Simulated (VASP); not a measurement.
# Nd2ScCl2 (P4/mmm) in VASP: notebook

The runs below take Nd2ScCl2 through single point, with PBE.

All numbers are computed with VASP 6.6.1; they aren't measurements. Logs are shortened: lines on timing, memory, paths and dates and some standing lists are left out, and cuts for length are marked.

## 1. The cell of the first run

The structure is tetragonal, space group P4/mmm (No. 123). Conventional cell: a = 4.980 Å, b = 4.980 Å, c = 6.440 Å, α = 90.00°, β = 90.00°, γ = 90.00°. Nd (site symmetry mmm) has 2 Sc at 2.49 Å and 4 Cl at 3.26 Å within 3.3 Å. Within 2.8 Å of Sc (site symmetry 4/mmm) lie 2 Cl at 2.11 Å and 4 Nd at 2.49 Å. Cl (site symmetry 4mm) has 1 Sc at 2.11 Å and 1 Cl at 2.22 Å within 2.8 Å.

The cell was generated, and may not be a known phase.

## 2. Single point, PBE

The input, INCAR:

```
ALGO = Normal
EDIFF = 1E-6
ENCUT = 500
GGA = PE
GGA_COMPAT = F
ISIF = 2
ISMEAR = 0
LASPH = T
LCHARG = F
LMAXMIX = 6
LREAL = F
LWAVE = F
NBANDS = 32
NELM = 200
PREC = Accurate
SIGMA = 0.1
```

The input, KPOINTS:

```
k-points
0
Gamma
  4 4 4
```

The input, POSCAR:

```
Nd2ScCl2
1.0
    4.9797492700      0.0000000000      0.0000000000
    0.0000000000      4.9797492700      0.0000000000
    0.0000000000      0.0000000000      6.4402643500
Nd Sc Cl
2 1 2
Direct
    0.0000000000      0.5000000000      0.0000000000
    0.5000000000      0.0000000000      0.0000000000
    0.5000000000      0.5000000000      0.0000000000
    0.5000000000      0.5000000000      0.6724774500
    0.5000000000      0.5000000000      0.3275225500
```

Potentials or basis: VASP PAW PBE potentials, release 64 (Nd_3, Sc_sv, Cl), 4f in core.

Started as:

```sh
$ cat potpaw_PBE.64/Nd_3/POTCAR potpaw_PBE.64/Sc_sv/POTCAR potpaw_PBE.64/Cl/POTCAR > POTCAR
$ mpirun -np 1 vasp_std > vasp.out
```

OUTCAR:

```text
EDIFF = 1E-6
   ENCUT = 500
   GGA = PE
   ISIF = 2
   ISMEAR = 0
   LASPH = T
   LREAL = F
   NELM = 200
   PREC = Accurate

 ion  position               nearest neighbor table
   1  0.000  0.500  0.000-   3 2.49   3 2.49   2 3.52   2 3.52   2 3.52   2 3.52
   2  0.500  0.000  0.000-   3 2.49   3 2.49   1 3.52   1 3.52   1 3.52   1 3.52
   3  0.500  0.500  0.000-   4 2.11   5 2.11   1 2.49   2 2.49   2 2.49   1 2.49
   4  0.500  0.500  0.672-   3 2.11   5 2.22
   5  0.500  0.500  0.328-   3 2.11   4 2.22

  LATTYP: Found a simple tetragonal cell.
 ALAT       =     4.9797492700
 C/A-ratio  =     1.2932908869

  Lattice vectors:

 A1 = (   4.9797492700,   0.0000000000,   0.0000000000)
 A2 = (   0.0000000000,   4.9797492700,   0.0000000000)
 A3 = (   0.0000000000,   0.0000000000,   6.4402643500)

Analysis of symmetry for initial positions (statically):
=====================================================================
 Subroutine PRICEL returns:
 Original cell was already a primitive cell.

 Routine SETGRP: Setting up the symmetry group for a
 simple tetragonal supercell.

 Subroutine GETGRP returns: Found 16 space group operations
 (whereof 16 operations were pure point group operations)
 out of a pool of 16 trial point group operations.

The static configuration has the point symmetry D_4h.

Analysis of symmetry for dynamics (positions and initial velocities):
=====================================================================
 Subroutine PRICEL returns:
 Original cell was already a primitive cell.

 Routine SETGRP: Setting up the symmetry group for a
 simple tetragonal supercell.

 Subroutine GETGRP returns: Found 16 space group operations
 (whereof 16 operations were pure point group operations)
 out of a pool of 16 trial point group operations.

The dynamic configuration has the point symmetry D_4h.

 Subroutine INISYM returns: Found 16 space group operations
 (whereof 16 operations are pure point group operations),
 and found     1 'primitive' translations

----------------------------------------------------------------------------------------

                                     Primitive cell

  volume of cell :     159.7050

  direct lattice vectors                    reciprocal lattice vectors
     4.979749270  0.000000000  0.000000000     0.200813323  0.000000000  0.000000000
     0.000000000  4.979749270  0.000000000     0.000000000  0.200813323  0.000000000
     0.000000000  0.000000000  6.440264350     0.000000000  0.000000000  0.155273129

  length of vectors
     4.979749270  4.979749270  6.440264350     0.200813323  0.200813323  0.155273129

  position of ions in fractional coordinates (direct lattice)
     0.000000000  0.500000000  0.000000000
     0.500000000  0.000000000  0.000000000
     0.500000000  0.500000000  0.000000000
     0.500000000  0.500000000  0.672477450
     0.500000000  0.500000000  0.327522550

  ion indices of the primitive-cell ions
   primitive index   ion index
                 1           1
                 2           2
                 3           3
                 4           4
                 5           5

----------------------------------------------------------------------------------------

 KPOINTS: k-points

Automatic generation of k-mesh.
 Grid dimensions read from file:
 generate k-points for:    4    4    4

 Generating k-lattice:

  Cartesian coordinates                     Fractional coordinates (reciprocal lattice)
     0.050203331  0.000000000  0.000000000     0.250000000  0.000000000  0.000000000
     0.000000000  0.050203331  0.000000000     0.000000000  0.250000000  0.000000000
     0.000000000  0.000000000  0.038818282     0.000000000  0.000000000  0.250000000

  Length of vectors
     0.050203331  0.050203331  0.038818282

  Shift w.r.t. Gamma in fractional coordinates (k-lattice)
     0.000000000  0.000000000  0.000000000

 Subroutine IBZKPT returns following result:
 ===========================================

 Found     18 irreducible k-points:

 Following reciprocal coordinates:
            Coordinates               Weight
  0.000000  0.000000  0.000000      1.000000
  0.250000  0.000000  0.000000      4.000000
  0.500000  0.000000  0.000000      2.000000
  0.250000  0.250000  0.000000      4.000000
  0.500000  0.250000  0.000000      4.000000
  0.500000  0.500000  0.000000      1.000000
[... 10 lines left out ...]
  0.500000  0.250000  0.500000      4.000000
  0.500000  0.500000  0.500000      1.000000
   k-points           NKPTS =     18   k-points in BZ     NKDIM =     18   number of bands    NBANDS=     32
   number of dos      NEDOS =    301   number of ions     NIONS =      5
   total plane-waves  NPLWV =  62208
   dimension x,y,z NGX =    36 NGY =   36 NGZ =   48
   dimension x,y,z NGXF=    72 NGYF=   72 NGZF=   96
   ions per type =               2   1   2
   NGX,Y,Z   is equivalent  to a cutoff of  12.02, 12.02, 12.39 a.u.
[... 31 lines left out ...]
     AMIX_MAG =   1.60;   BMIX_MAG =  1.00
  volume/ion in A,a.u.               =      31.94       215.55
  Fermi-wavevector in a.u.,A,eV,Ry     =   1.088933  2.057785 16.133455  1.185775
  Thomas-Fermi vector in A             =   2.225126
   LORBIT       =      0    0 simple, 1 ext, 2 COOP (PROOUT), +10 PAW based schemes
   GGA     = PE    functional components
   LHFCALC =     F    Hartree Fock is set to
   AEXX    =    0.0000 exact exchange contribution
   IVDW    =     0    specifies the selected vdW correction
   LEPSILON=     F    determine dielectric tensor
   LRPA    =     F    only Hartree local field effects (RPA)
 non-spin polarized calculation
 Gauss-broadening in eV      SIGMA  =   0.10
  energy-cutoff  :      500.00
  volume of cell :      159.71
 maximum number of plane-waves:      4088
   NGX = 19   NGY = 19   NGZ = 23

 number of electron      47.0000000 magnetization

 Free energy of the ion-electron system (eV)
  ---------------------------------------------------
  ext. energy  EPLUGINS =         0.00000000
  ---------------------------------------------------
  free energy    TOTEN  =       -13.98293036 eV

  energy without entropy =      -13.93954046  energy(sigma->0) =      -13.96123541

 E-fermi :   3.2634     XC(G=0):  -8.0855

 val. band max:        3.2380328046   @ k =   0.2500   0.0000   0.2500
 cond. band min:       3.2978602887   @ k =   0.2500   0.0000   0.2500
 fundamental gap:      0.0598274841
 Fermi energy:         3.2634370370

 k-point     1 :       0.0000    0.0000    0.0000
  band No.  band energies     occupation
      1     -45.0173      2.00000
      2     -35.2474      2.00000
      3     -35.1719      2.00000
      4     -24.4685      2.00000
      5     -24.4685      2.00000
      6     -24.3741      2.00000
[... 24 lines left out ...]
     31       6.0011      0.00000
     32       8.5153      0.00000

 k-point     2 :       0.2500    0.0000    0.0000
  band No.  band energies     occupation
      1     -45.0134      2.00000
      2     -35.2595      2.00000
      3     -35.1954      2.00000
      4     -24.4651      2.00000
      5     -24.3705      2.00000
      6     -24.2380      2.00000
[... 24 lines left out ...]
     31       6.1626      0.00000
     32       7.0567      0.00000

 k-point     3 :       0.5000    0.0000    0.0000
  band No.  band energies     occupation
      1     -45.0095      2.00000
      2     -35.2807      2.00000
      3     -35.2093      2.00000
      4     -24.4617      2.00000
      5     -24.3669      2.00000
      6     -23.9881      2.00000
[... 24 lines left out ...]
     31       5.2711      0.00000
     32       6.0646      0.00000

 k-point     4 :       0.2500    0.2500    0.0000
  band No.  band energies     occupation
      1     -45.0095      2.00000
      2     -35.2638      2.00000
      3     -35.2265      2.00000
      4     -24.3670      2.00000
      5     -24.2383      2.00000
      6     -24.2316      2.00000
[... 444 lines left out ...]
     31       5.8940      0.00000
     32       5.9795      0.00000

 k-point    17 :       0.5000    0.2500    0.5000
  band No.  band energies     occupation
      1     -45.0055      2.00000
      2     -35.2803      2.00000
      3     -35.2449      2.00000
      4     -24.3707      2.00000
      5     -24.2319      2.00000
      6     -23.9854      2.00000
[... 24 lines left out ...]
     31       6.0681      0.00000
     32       6.5133      0.00000

 k-point    18 :       0.5000    0.5000    0.5000
  band No.  band energies     occupation
      1     -45.0016      2.00000
      2     -35.2799      2.00000
      3     -35.2799      2.00000
      4     -24.3671      2.00000
      5     -23.9827      2.00000
      6     -23.9827      2.00000
[... 24 lines left out ...]
     31       5.8079      0.00000
     32       6.4553      0.00000

------------------------ aborting loop because EDIFF is reached ----------------------------------------

  FORCE on cell =-STRESS in cart. coord.  units (eV):
  Direction    XX          YY          ZZ          XY          YZ          ZX
  --------------------------------------------------------------------------------------
  -------------------------------------------------------------------------------------
  Total       12.4709959     12.4709959     40.2270422      0.0000000      0.0000000      0.0000000
  in kB      125.1103020    125.1103020    403.5617869      0.0000000      0.0000000      0.0000000
  external PRESSURE =     217.9274636 kB  Pullay stress =       0.0000000 kB

 VOLUME and BASIS-vectors are now :
 -----------------------------------------------------------------------------
  energy-cutoff  :      500.00
  volume of cell :      159.71
      direct lattice vectors                 reciprocal lattice vectors
     4.979749270  0.000000000  0.000000000     0.200813323  0.000000000  0.000000000
     0.000000000  4.979749270  0.000000000     0.000000000  0.200813323  0.000000000
     0.000000000  0.000000000  6.440264350     0.000000000  0.000000000  0.155273129

 POSITION                                       TOTAL-FORCE (eV/Angst)
 -----------------------------------------------------------------------------------
      0.00000      2.48987      0.00000         0.000000      0.000000      0.000000
      2.48987      0.00000      0.00000         0.000000      0.000000      0.000000
      2.48987      2.48987      0.00000         0.000000      0.000000      0.000000
      2.48987      2.48987      4.33093         0.000000      0.000000      0.446584
      2.48987      2.48987      2.10933         0.000000     -0.000000     -0.446584
 -----------------------------------------------------------------------------------
    total drift:                                0.000000      0.000000     -0.000000

  FREE ENERGIE OF THE ION-ELECTRON SYSTEM (eV)
  ---------------------------------------------------
  free  energy   TOTEN  =       -13.9829303618 eV

  energy  without entropy=      -13.9395404601  energy(sigma->0) =      -13.96123541
```

Wall time 50 s (1 thread of Intel Xeon 6975P-C (Granite Rapids), shared host); peak memory 0.28 GiB.

What came out:

* Free energy: -13.9829 eV
* Pressure: 21.8 GPa
* Largest force: 0.447 eV/Å
* Band gap on the k mesh: zero (an odd number of electrons rules out a gap without spin polarisation)

Forces in eV/Å, atoms in the order of the input:
```
Nd   0.000  0.000  0.000
Nd   0.000  0.000  0.000
Sc   0.000  0.000  0.000
Cl   0.000  0.000  0.447
Cl   0.000  0.000 -0.447
```

Levels at points of the mesh, in eV from the Fermi level:
```
           k point  band 19  band 20  band 21  band 22  band 23  band 24  band 25  band 26  band 27  band 28
(0.00, 0.00, 0.00)    -5.83    -3.24    -2.33    -1.29    -1.26    -0.99     0.16     0.42     0.42     1.45
(0.50, 0.00, 0.00)    -5.32    -1.60    -1.46    -1.22    -0.38     0.67     0.69     0.92     0.98     1.39
(0.50, 0.50, 0.00)    -5.26    -1.93    -0.61    -0.54    -0.54     0.52     1.38     1.94     1.94     2.15
(0.00, 0.00, 0.50)    -4.71    -3.48    -3.23    -2.22    -1.20    -0.99    -0.63    -0.63     0.82     1.05
(0.50, 0.00, 0.50)    -4.73    -3.43    -1.45    -1.21    -0.43    -0.24     0.49     1.12     1.22     1.25
(0.50, 0.50, 0.50)    -5.15    -3.40    -0.88    -0.40    -0.40     0.73     0.77     1.46     1.46     2.25
```

Caveat: the stress differs along the axes, from 13 to 40 GPa; spin-orbit coupling is left out, which moves the levels of the heavy elements; the 4f electrons are frozen in the core, so they carry no moment and show no levels; the run has no spin polarisation, though such a crystal can be magnetic. Spin polarisation is off, so any magnetic state and its effect on volume and gap are missing.

## 3. Single point, PBE

This run uses another cell than the first one, of 63.29 Å³/atom.

The input, INCAR:

```
PREC     = Accurate       # precision mode
ENCUT    = 500            # plane-wave cutoff, eV
EDIFF    = 1E-6           # SCF threshold, eV
ISMEAR   = 0              # smearing method
SIGMA    = 0.1            # smearing width, eV
LREAL    = False          # projectors in reciprocal space
LASPH    = True           # aspherical terms in the spheres
NELM     = 200            # most SCF steps
ALGO     = Normal         # electronic algorithm
ISIF     = 2              # what is computed and relaxed
LWAVE    = False          # write WAVECAR
LCHARG   = False          # write CHGCAR
GGA      = PE             # functional
NBANDS   = 32             # bands
GGA_COMPAT= False        
LMAXMIX  = 6              # l up to which the mixer works
```

The input, KPOINTS:

```
regular mesh
0
Gamma
  4 4 4
```

The input, POSCAR:

```
Nd2ScCl2
1.0
    5.9652684536      0.0000000000      0.0000000000
    0.0000000000      5.9652684536      0.0000000000
    0.0000000000      0.0000000000      8.8936224176
Nd Sc Cl
2 1 2
Direct
    0.0000000000      0.5000000000      0.0000000000
    0.5000000000      0.0000000000      0.0000000000
    0.5000000000      0.5000000000      0.0000000000
    0.5000000000      0.5000000000      0.7313864670
    0.5000000000      0.5000000000      0.2686135330
```

Potentials or basis: VASP PAW PBE potentials, release 64 (Nd_3, Sc_sv, Cl), 4f in core.

Started as:

```sh
$ cat potpaw_PBE.64/Nd_3/POTCAR potpaw_PBE.64/Sc_sv/POTCAR potpaw_PBE.64/Cl/POTCAR > POTCAR
$ mpirun -np 1 vasp_std > vasp.out
```

Run time: 2.1 min. Hardware: 1 thread of Intel Xeon 6975P-C (Granite Rapids), shared host; peak memory 0.51 GiB.

It converged, with:

| Property | Result |
| --- | --- |
| Free energy | -19.9818 eV |
| Pressure | 0.0 GPa |
| Largest force | 0.030 eV/Å |
| Band gap on the k mesh | zero (an odd number of electrons rules out a gap without spin polarisation) |

Forces on the atoms (eV/Å):
```
Nd   0.000  0.000  0.000
Nd   0.000  0.000  0.000
Sc   0.000  0.000  0.000
Cl   0.000  0.000 -0.030
Cl   0.000  0.000  0.030
```

Stress tensor (GPa, compression positive):
```
0.01 0.00 0.00
0.00 0.01 0.00
0.00 0.00 0.09
```

Levels at points of the mesh, in eV from the Fermi level:
```tsv
k point	band 20	band 21	band 22	band 23	band 24	band 25	band 26	band 27
(0.00, 0.00, 0.00)	-4.25	-2.40	-1.41	-0.72	-0.46	0.21	0.21	0.44
(0.50, 0.00, 0.00)	-4.29	-1.46	-0.57	-0.54	0.41	0.49	0.58	0.63
(0.50, 0.50, 0.00)	-4.33	-0.66	-0.66	-0.01	0.27	0.46	0.90	0.99
(0.00, 0.00, 0.50)	-4.37	-2.37	-1.41	-0.70	-0.46	0.19	0.19	0.55
(0.50, 0.00, 0.50)	-4.38	-1.45	-0.57	-0.53	0.38	0.55	0.59	0.61
(0.50, 0.50, 0.50)	-4.55	-0.65	-0.65	-0.03	0.28	0.40	0.91	1.02
```

Caveat: spin-orbit coupling is left out, which moves the levels of the heavy elements; this functional lacks dispersion, which binds layers or chains, so the pressure and a relaxed spacing across them are unreliable; the 4f electrons are frozen in the core, so they carry no moment and show no levels; the run has no spin polarisation, though such a crystal can be magnetic.

## 4. Single point, PBE

This run uses another cell than the first one, of 64.40 Å³/atom.

The input, INCAR:

```
PREC = Accurate
ENCUT = 500
EDIFF = 1E-6
ISMEAR = 0
SIGMA = 0.1
LREAL = False
LASPH = True
NELM = 200
ALGO = Normal
ISIF = 2
LWAVE = False
LCHARG = False
GGA = PE
NBANDS = 32
GGA_COMPAT = False
LMAXMIX = 6
```

The input, KPOINTS:

```
regular mesh
0
Gamma
  6 6 4
```

The input, POSCAR:

```
Nd2ScCl2
1.0
    5.9397075365      0.0000000000      0.0000000000
    0.0000000000      5.9397075365      0.0000000000
    0.0000000000      0.0000000000      9.1276390094
Nd Sc Cl
2 1 2
Direct
    0.0000000000      0.5000000000      0.0000000000
    0.5000000000      0.0000000000      0.0000000000
    0.5000000000      0.5000000000      0.0000000000
    0.5000000000      0.5000000000      0.7382006544
    0.5000000000      0.5000000000      0.2617993456
```

Started as:

```sh
$ cat potpaw_PBE.64/Nd_3/POTCAR potpaw_PBE.64/Sc_sv/POTCAR potpaw_PBE.64/Cl/POTCAR > POTCAR
$ mpirun -np 1 vasp_std > vasp.out
```

Wall time 3.2 min (1 thread of Intel Xeon 6975P-C (Granite Rapids), shared host); peak memory 0.59 GiB.

It converged, with:

| Quantity | Value |
| --- | --- |
| Free energy | -19.9506 eV |
| Pressure | 0.0 GPa |
| Largest force | 0.029 eV/Å |
| Band gap on the k mesh | zero (an odd number of electrons rules out a gap without spin polarisation) |

Forces in eV/Å, atoms in the order of the input:
```
Nd   0.000  0.000  0.000
Nd   0.000  0.000  0.000
Sc   0.000  0.000  0.000
Cl   0.000  0.000 -0.029
Cl   0.000  0.000  0.029
```

Levels at points of the mesh, in eV from the Fermi level:
| k point | band 21 | band 22 | band 23 | band 24 | band 25 | band 26 |
| --- | --- | --- | --- | --- | --- | --- |
| (0.00, 0.00, 0.00) | -2.54 | -1.60 | -0.86 | -0.65 | 0.07 | 0.07 |
| (0.50, 0.00, 0.00) | -1.63 | -0.75 | -0.65 | 0.26 | 0.40 | 0.45 |
| (0.50, 0.50, 0.00) | -0.79 | -0.79 | -0.11 | 0.13 | 0.34 | 0.78 |
| (0.00, 0.00, 0.50) | -2.52 | -1.60 | -0.85 | -0.65 | 0.05 | 0.05 |
| (0.50, 0.00, 0.50) | -1.61 | -0.75 | -0.64 | 0.24 | 0.45 | 0.45 |
| (0.50, 0.50, 0.50) | -0.79 | -0.79 | -0.13 | 0.14 | 0.30 | 0.78 |

Caveat: spin-orbit coupling is left out, which moves the levels of the heavy elements; this functional lacks dispersion, which binds layers or chains, so the pressure and a relaxed spacing across them are unreliable; the 4f electrons are frozen in the core, so they carry no moment and show no levels; the run has no spin polarisation, though such a crystal can be magnetic. With open d or f shells a metallic result of PBE can be an artefact of self-interaction; +U or a hybrid may open a gap.

## 5. The runs side by side

```csv
cell,k mesh,gap on the mesh (eV),pressure (GPa),largest force (eV/Å)
"a = 4.980, b = 4.980, c = 6.440 Å, 5 atoms, atomic positions A",4 × 4 × 4,none,21.8,0.45
"a = 5.965, b = 5.965, c = 8.894 Å, 5 atoms, atomic positions B",4 × 4 × 4,none,0.0,0.03
"a = 5.940, b = 5.940, c = 9.128 Å, 5 atoms, atomic positions C",6 × 6 × 4,none,0.0,0.03
```

Alike in all rows: task single point; level PBE; potentials or basis VASP PAW PBE potentials, release 64 (Nd_3, Sc_sv, Cl), 4f in core; no spin polarisation; cutoff (eV) 500; smearing gaussian 0.1 eV.

Caveats: spin-orbit coupling is left out, which moves the levels of the heavy elements; the 4f electrons are frozen in the core, so they carry no moment and show no levels; the run has no spin polarisation, though such a crystal can be magnetic; this functional lacks dispersion, which binds layers or chains, so the pressure and a relaxed spacing across them are unreliable (at least some runs); the stress differs along the axes, from 13 to 40 GPa (at least some runs).

Absolute energies hang on the potentials; compare differences alone.

The gap in the log of VASP goes by the Fermi energy; the results here count the filled bands.